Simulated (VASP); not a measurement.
# Re (R-3m) in VASP: further runs

The runs below take Re through single point, with PBE.

All numbers are computed with VASP 6.6.1; they aren't measurements. Logs are shortened: lines on timing, memory, paths and dates and some standing lists are left out, and cuts for length are marked.

### Step 1. The cell of the first run

It takes space group R-3m (No. 166, trigonal). The conventional cell has a = 2.672 Å, b = 2.672 Å, c = 19.402 Å, α = 90.00°, β = 90.00°, γ = 120.00°. Within 3.5 Å of Re (site symmetry -3m) lie 12 Re at 2.65 to 2.67 Å. Within 3.5 Å of Re (site symmetry 3m) lie 12 Re at 2.65 to 2.67 Å.

### Step 2. Single point, PBE

Input file INCAR:

```
ALGO = Fast
EDIFF = 1E-7
ENCUT = 520
GGA = PE
ISIF = 2
ISMEAR = 0
LASPH = True
LCHARG = False
LREAL = False
LWAVE = False
NBANDS = 18
NELM = 80
PREC = Accurate
SIGMA = 0.05
```

Input file KPOINTS:

```
k-points
0
Gamma
  15 15 15
```

Input file POSCAR:

```
Re
1.0
    1.3361631128      0.7714341329      6.4674350011
   -1.3361631128      0.7714341329      6.4674350011
    0.0000000000     -1.5428682657      6.4674350011
Re
3
Direct
    0.0000000000      0.0000000000      0.0000000000
    0.2221738800      0.2221738800      0.2221738800
    0.7778261200      0.7778261200      0.7778261200
```

Potentials or basis: VASP PAW PBE potentials, release 64 (Re).

Started as:

```bash
cat potpaw_PBE.64/Re/POTCAR > POTCAR
mpirun -np 1 vasp_std > vasp.out
```

OUTCAR:

```text
EDIFF = 1E-7
   ENCUT = 520
   GGA = PE
   ISIF = 2
   ISMEAR = 0
   LASPH = True
   LREAL = False
   NELM = 80
   PREC = Accurate

 ion  position               nearest neighbor table
   1  0.000  0.000  0.000-   3 2.65   2 2.65   3 2.65   3 2.65   2 2.65   2 2.65
   2  0.222  0.222  0.222-   3 2.65   3 2.65   3 2.65   1 2.65   1 2.65   1 2.65
   3  0.778  0.778  0.778-   2 2.65   2 2.65   2 2.65   1 2.65   1 2.65   1 2.65

  LATTYP: Found a trigonal (rhomboedric) cell.
 ALAT       =     6.6489215651
 COS(alpha) =     0.9192306603

  Lattice vectors:

 A1 = (   1.3361631128,   0.7714341329,   6.4674350011)
 A2 = (  -1.3361631128,   0.7714341329,   6.4674350011)
 A3 = (   0.0000000000,  -1.5428682657,   6.4674350011)

Analysis of symmetry for initial positions (statically):
=====================================================================
 Subroutine PRICEL returns:
 Original cell was already a primitive cell.

 Routine SETGRP: Setting up the symmetry group for a
 trigonal (rhombohedral) supercell.

 Subroutine GETGRP returns: Found 12 space group operations
 (whereof 12 operations were pure point group operations)
 out of a pool of 12 trial point group operations.

The static configuration has the point symmetry D_3d.

Analysis of symmetry for dynamics (positions and initial velocities):
=====================================================================
 Subroutine PRICEL returns:
 Original cell was already a primitive cell.

 Routine SETGRP: Setting up the symmetry group for a
 trigonal (rhombohedral) supercell.

 Subroutine GETGRP returns: Found 12 space group operations
 (whereof 12 operations were pure point group operations)
 out of a pool of 12 trial point group operations.

The dynamic configuration has the point symmetry D_3d.

 Subroutine INISYM returns: Found 12 space group operations
 (whereof 12 operations are pure point group operations),
 and found     1 'primitive' translations

----------------------------------------------------------------------------------------

                                     Primitive cell

  volume of cell :      39.9983

  direct lattice vectors                    reciprocal lattice vectors
     1.336163113  0.771434133  6.467435001     0.374205810  0.216047825  0.051540268
    -1.336163113  0.771434133  6.467435001    -0.374205810  0.216047825  0.051540268
     0.000000000 -1.542868266  6.467435001     0.000000000 -0.432095650  0.051540268

  length of vectors
     6.648921565  6.648921565  6.648921565     0.435158650  0.435158650  0.435158650

  position of ions in fractional coordinates (direct lattice)
     0.000000000  0.000000000  0.000000000
     0.222173880  0.222173880  0.222173880
     0.777826120  0.777826120  0.777826120

  ion indices of the primitive-cell ions
   primitive index   ion index
                 1           1
                 2           2
                 3           3

----------------------------------------------------------------------------------------

 KPOINTS: k-points

Automatic generation of k-mesh.
 Grid dimensions read from file:
 generate k-points for:   15   15   15

 Generating k-lattice:

  Cartesian coordinates                     Fractional coordinates (reciprocal lattice)
     0.024947054  0.014403188  0.003436018     0.066666667 -0.000000000  0.000000000
    -0.024947054  0.014403188  0.003436018    -0.000000000  0.066666667  0.000000000
     0.000000000 -0.028806377  0.003436018     0.000000000  0.000000000  0.066666667

  Length of vectors
     0.029010577  0.029010577  0.029010577

  Shift w.r.t. Gamma in fractional coordinates (k-lattice)
     0.000000000  0.000000000  0.000000000

 Subroutine IBZKPT returns following result:
 ===========================================

 Found    344 irreducible k-points:

 Following reciprocal coordinates:
            Coordinates               Weight
  0.000000  0.000000  0.000000      1.000000
  0.066667  0.000000 -0.000000      6.000000
  0.133333  0.000000  0.000000      6.000000
  0.200000  0.000000  0.000000      6.000000
  0.266667  0.000000  0.000000      6.000000
  0.333333  0.000000  0.000000      6.000000
[... 16 lines left out ...]
  0.133333  0.133333  0.000000      6.000000
  0.200000  0.133333  0.000000     12.000000
 [... further k-points ...]
   k-points           NKPTS =    344   k-points in BZ     NKDIM =    344   number of bands    NBANDS=     18
   number of dos      NEDOS =    301   number of ions     NIONS =      3
   total plane-waves  NPLWV = 125000
   dimension x,y,z NGX =    50 NGY =   50 NGZ =   50
   dimension x,y,z NGXF=   100 NGYF=  100 NGZF=  100
   ions per type =               3
   NGX,Y,Z   is equivalent  to a cutoff of  12.50, 12.50, 12.50 a.u.
   NGXF,Y,Z  is equivalent  to a cutoff of  25.00, 25.00, 25.00 a.u.
 SYSTEM =  unknown system
   PREC   = accura    normal or accurate (medium, high low for compatibility)
   ISTART =      0    job   : 0-new  1-cont  2-samecut
   ICHARG =      2    charge: 1-file 2-atom 10-const
   ISPIN  =      1    spin polarized calculation?
   LNONCOLLINEAR =      F non collinear calculations
   LSORBIT =      F    spin-orbit coupling
   LASPH  =      T    aspherical Exc in radial PAW
   ENCUT  =  520.0 eV  38.22 Ry    6.18 a.u.  12.36 12.36 12.36*2*pi/ulx,y,z
   NELM   =     80;   NELMIN=  2; NELMDL= -5     # of ELM steps
   EDIFF  = 0.1E-06   stopping-criterion for ELM
   LREAL  =      F    real-space projection
   EDIFFG = 0.1E-05   stopping-criterion for IOM
   NSW    =      0    number of steps for IOM
   IBRION =     -1    ionic relax: 0-MD 1-quasi-New 2-CG
   NFREE  =      0    steps in history (QN), initial steepest desc. (CG)
   ISIF   =      2    stress and relaxation
   ISYM   =      2    0-nonsym 1-usesym 2-fastsym
   POTIM  = 0.5000    time-step for ionic-motion
   TEBEG  =    0.0;   TEEND  =   0.0 temperature during run
   PSTRESS=    0.0 pullay stress
   NELECT =      21.0000    total number of electrons
   NUPDOWN=      -1.0000    fix difference up-down
   EMIN   =  10.00;   EMAX   =-10.00  energy-range for DOS
   EFERMI =   0.00;   METHOD = LEGACY
   ISMEAR =     0;   SIGMA  =   0.05  broadening in eV -4-tet -1-fermi 0-gaus
   EFERMI_NEDOS =   21; number of points for ismear=-14 and -15
   IALGO  =     68    algorithm
   IMIX   =      4    mixing-type and parameters
     AMIX     =   0.40;   BMIX     =  1.00
     AMIX_MAG =   1.60;   BMIX_MAG =  1.00
  volume/ion in A,a.u.               =      13.33        89.97
  Fermi-wavevector in a.u.,A,eV,Ry     =   1.320689  2.495741 23.731563  1.744221
  Thomas-Fermi vector in A             =   2.450497
   LORBIT       =      0    0 simple, 1 ext, 2 COOP (PROOUT), +10 PAW based schemes
   GGA     = PE    functional components
   LHFCALC =     F    Hartree Fock is set to
   AEXX    =    0.0000 exact exchange contribution
   IVDW    =     0    specifies the selected vdW correction
   LEPSILON=     F    determine dielectric tensor
   LRPA    =     F    only Hartree local field effects (RPA)
 non-spin polarized calculation
 RMM-DIIS sequential band-by-band and
 Gauss-broadening in eV      SIGMA  =   0.05
  energy-cutoff  :      520.00
  volume of cell :       40.00
 maximum number of plane-waves:      1097
 NGX is ok and might be reduce to    50
   NGX = 25   NGY = 25   NGZ = 25

 number of electron      21.0000000 magnetization

 Free energy of the ion-electron system (eV)
  ---------------------------------------------------
  ext. energy  EPLUGINS =         0.00000000
  ---------------------------------------------------
  free energy    TOTEN  =       -36.50455928 eV

  energy without entropy =      -36.50143144  energy(sigma->0) =      -36.50299536

 E-fermi :   9.2470     XC(G=0): -14.2808

 val. band max:        9.2460430968   @ k =  -0.3333   0.4000   0.2667
 cond. band min:       9.2489978055   @ k =  -0.4000  -0.4667   0.2000
 fundamental gap:      0.0029547087
 Fermi energy:         9.2469962624

 k-point     1 :       0.0000    0.0000    0.0000
  band No.  band energies     occupation
      1      -1.3896      2.00000
      2       1.7432      2.00000
      3       1.8122      2.00000
      4       6.9570      2.00000
      5       6.9570      2.00000
      6       7.3246      2.00000
[... 10 lines left out ...]
     17      12.9187      0.00000
     18      12.9187      0.00000

 k-point     2 :       0.0667    0.0000   -0.0000
  band No.  band energies     occupation
      1      -1.1815      2.00000
      2       1.9420      2.00000
      3       2.0249      2.00000
      4       6.5594      2.00000
      5       6.7405      2.00000
      6       7.0293      2.00000
[... 10 lines left out ...]
     17      12.9170      0.00000
     18      13.1800      0.00000

 k-point     3 :       0.1333    0.0000    0.0000
  band No.  band energies     occupation
      1      -0.5882      2.00000
      2       2.4636      2.00000
      3       2.6203      2.00000
      4       5.6627      2.00000
      5       6.0052      2.00000
      6       6.5192      2.00000
[... 10 lines left out ...]
     17      12.9946      0.00000
     18      14.0165      0.00000

 k-point     4 :       0.2000    0.0000    0.0000
  band No.  band energies     occupation
      1       0.2870      2.00000
      2       3.0018      2.00000
      3       3.3918      2.00000
      4       4.8319      2.00000
      5       5.3100      2.00000
      6       6.0012      2.00000
[... 10 lines left out ...]
     17      13.4601      0.00000
     18      15.0757      0.00000

 k-point     5 :       0.2667    0.0000    0.0000
  band No.  band energies     occupation
      1       1.2331      2.00000
      2       3.0073      2.00000
      3       3.6952      2.00000
      4       4.3406      2.00000
      5       4.7956      2.00000
      6       5.9426      2.00000
[... 10 lines left out ...]
     17      13.8551      0.00000
     18      16.0091      0.00000

 k-point     6 :       0.3333    0.0000    0.0000
  band No.  band energies     occupation
      1       1.8799      2.00000
      2       2.6647      2.00000
      3       3.3746      2.00000
      4       4.0082      2.00000
      5       4.3664      2.00000
      6       6.4239      2.00000
[... 10 lines left out ...]
     17      14.1586      0.00000
     18      16.7099      0.00000

 k-point     7 :       0.4000    0.0000    0.0000
  band No.  band energies     occupation
      1       1.9120      2.00000
      2       2.5416      2.00000
      3       3.0101      2.00000
      4       3.7807      2.00000
      5       4.0125      2.00000
      6       6.9735      2.00000
[... 10 lines left out ...]
     17      14.4482      0.00000
     18      17.2122      0.00000

 k-point     8 :       0.4667    0.0000    0.0000
  band No.  band energies     occupation
      1       1.7682      2.00000
      2       2.5537      2.00000
      3       2.7552      2.00000
      4       3.7069      2.00000
      5       3.7845      2.00000
      6       6.8833      2.00000
[... 10 lines left out ...]
     17      15.3449      0.00000
     18      16.9498      0.00000
[... 229 lines left out ...]
     17      14.6188      0.00000
     18      16.2604      0.00000

 k-point    20 :      -0.2000    0.0667   -0.0000
  band No.  band energies     occupation
      1       0.8994      2.00000
      2       3.3366      2.00000
      3       3.7924      2.00000
      4       4.5274      2.00000
      5       4.8683      2.00000
      6       5.7370      2.00000
[... 10 lines left out ...]
     17      14.3185      0.00000
     18      15.4429      0.00000

 k-point    21 :      -0.1333    0.0667    0.0000
  band No.  band energies     occupation
      1      -0.0485      2.00000
      2       2.9817      2.00000
      3       3.1158      2.00000
      4       5.1676      2.00000
      5       5.4220      2.00000
      6       6.1661      2.00000
[... 10 lines left out ...]
     17      13.8941      0.00000
     18      14.4445      0.00000

 k-point    22 :      -0.0667    0.0667    0.0000
  band No.  band energies     occupation
      1      -0.7876      2.00000
      2       2.3522      2.00000
      3       2.4067      2.00000
      4       5.9842      2.00000
      5       6.1501      2.00000
      6       6.6707      2.00000
[... 10 lines left out ...]
     17      13.3477      0.00000
     18      13.5444      0.00000

 k-point    23 :       0.1333    0.1333    0.0000
  band No.  band energies     occupation
      1      -0.5526      2.00000
      2       2.4271      2.00000
      3       2.5832      2.00000
      4       5.7549      2.00000
      5       6.0300      2.00000
      6       6.4615      2.00000
[... 10 lines left out ...]
     17      13.3420      0.00000
     18      13.9171      0.00000

 k-point    24 :       0.2000    0.1333    0.0000
  band No.  band energies     occupation
      1       0.0153      2.00000
      2       2.8529      2.00000
      3       3.0675      2.00000
      4       5.2650      2.00000
      5       5.5023      2.00000
      6       6.0986      2.00000
[... 10 lines left out ...]
     17      13.6855      0.00000
     18      14.8176      0.00000

 [... further k-points ...]
[... 5 lines left out ...]
  --------------------------------------------------------------------------------------
  -------------------------------------------------------------------------------------
  Total       13.7281690     13.7281690     13.4143901      0.0000000      0.0000000      0.0000000
  in kB      549.8972496    549.8972496    537.3284826      0.0000000      0.0000000      0.0000000
  external PRESSURE =     545.7076606 kB  Pullay stress =       0.0000000 kB

 VOLUME and BASIS-vectors are now :
 -----------------------------------------------------------------------------
  energy-cutoff  :      520.00
  volume of cell :       40.00
      direct lattice vectors                 reciprocal lattice vectors
     1.336163113  0.771434133  6.467435001     0.374205810  0.216047825  0.051540268
    -1.336163113  0.771434133  6.467435001    -0.374205810  0.216047825  0.051540268
     0.000000000 -1.542868266  6.467435001     0.000000000 -0.432095650  0.051540268

 POSITION                                       TOTAL-FORCE (eV/Angst)
 -----------------------------------------------------------------------------------
      0.00000      0.00000      0.00000         0.000000      0.000000      0.000000
      0.00000      0.00000      4.31069        -0.000000     -0.000000     -0.087854
      0.00000      0.00000     15.09162        -0.000000      0.000000      0.087854
 -----------------------------------------------------------------------------------
    total drift:                               -0.000000      0.000000     -0.000000

  FREE ENERGIE OF THE ION-ELECTRON SYSTEM (eV)
  ---------------------------------------------------
  free  energy   TOTEN  =       -36.5045592827 eV

  energy  without entropy=      -36.5014314433  energy(sigma->0) =      -36.50299536
```

Wall time 18 min (1 thread of Intel Xeon 6975P-C (Granite Rapids), shared host); peak memory 0.5 GiB.

What came out:

```yaml
Free_energy: -36.5046 eV
Pressure: 54.6 GPa
Largest_force: 0.088 eV/Å
Band_gap_on_the_k_mesh: zero (an odd number of electrons rules out a gap without spin polarisation)
```

Forces on the atoms (eV/Å):
```
Re   0.000  0.000  0.000
Re   0.000  0.000 -0.088
Re   0.000  0.000  0.088
```

Stress tensor (GPa, compression positive):
```
54.99  0.00  0.00
 0.00 54.99  0.00
 0.00  0.00 53.73
```

Levels at points of the mesh, in eV from the Fermi level:
| k point | band 8 | band 9 | band 10 | band 11 | band 12 | band 13 |
| --- | --- | --- | --- | --- | --- | --- |
| (0.00, 0.00, 0.00) | -1.82 | -1.82 | -1.79 | -1.36 | -1.36 | 0.62 |

Caveat: the cell stands under pressure; spin-orbit coupling is left out, which moves the levels of the heavy elements.

### Step 3. Single point, PBE

This run uses another cell than the first one, of 14.81 Å³/atom.

Input file INCAR:

```
SYSTEM = Re
  PREC = Accurate
  ENCUT = 520
  EDIFF = 1E-6
  ISMEAR = 0
  SIGMA = 0.05
  LREAL = .FALSE.
  LASPH = .TRUE.
  NELM = 100
  ALGO = Fast
  ISIF = 2
  LWAVE = .FALSE.
  LCHARG = .FALSE.
  GGA = PE
  NBANDS = 18
```

Input file KPOINTS:

```
regular mesh
0
G
  15 15 15
  0 0 0
```

Input file POSCAR:

```
Re
1.0
    1.3839231524      0.7990084046      6.6986080885
   -1.3839231524      0.7990084046      6.6986080885
    0.0000000000     -1.5980168092      6.6986080885
Re
3
Direct
    0.0000000000      0.0000000000      0.0000000000
    0.2221738800      0.2221738800      0.2221738800
    0.7778261200      0.7778261200      0.7778261200
```

Potentials or basis: VASP PAW PBE potentials, release 64 (Re).

Started as:

```bash
cat potpaw_PBE.64/Re/POTCAR > POTCAR
mpirun -np 1 vasp_std > vasp.out
```

Run time: 19 min. Hardware: 1 thread of Intel Xeon 6975P-C (Granite Rapids), shared host; peak memory 0.56 GiB.

The run converged. Its results:

| Property | Result |
| --- | --- |
| Free energy | -37.2427 eV |
| Pressure | 3.2 GPa |
| Largest force | 0.021 eV/Å |
| Band gap on the k mesh | zero (an odd number of electrons rules out a gap without spin polarisation) |

Forces on the atoms (eV/Å):
```
Re   0.000  0.000  0.000
Re   0.000  0.000 -0.021
Re   0.000  0.000  0.021
```

Stress tensor (GPa, compression positive):
```
3.53 0.00 0.00
0.00 3.53 0.00
0.00 0.00 2.40
```

Levels at points of the mesh, in eV from the Fermi level:
```tsv
k point	band 6	band 7	band 8	band 9	band 10	band 11	band 12	band 13	band 14	band 15
(0.00, 0.00, 0.00)	-1.82	-1.77	-1.61	-1.53	-1.53	-1.15	-1.15	0.55	0.55	2.58
```

Caveat: the cell stands under pressure; spin-orbit coupling is left out, which moves the levels of the heavy elements.
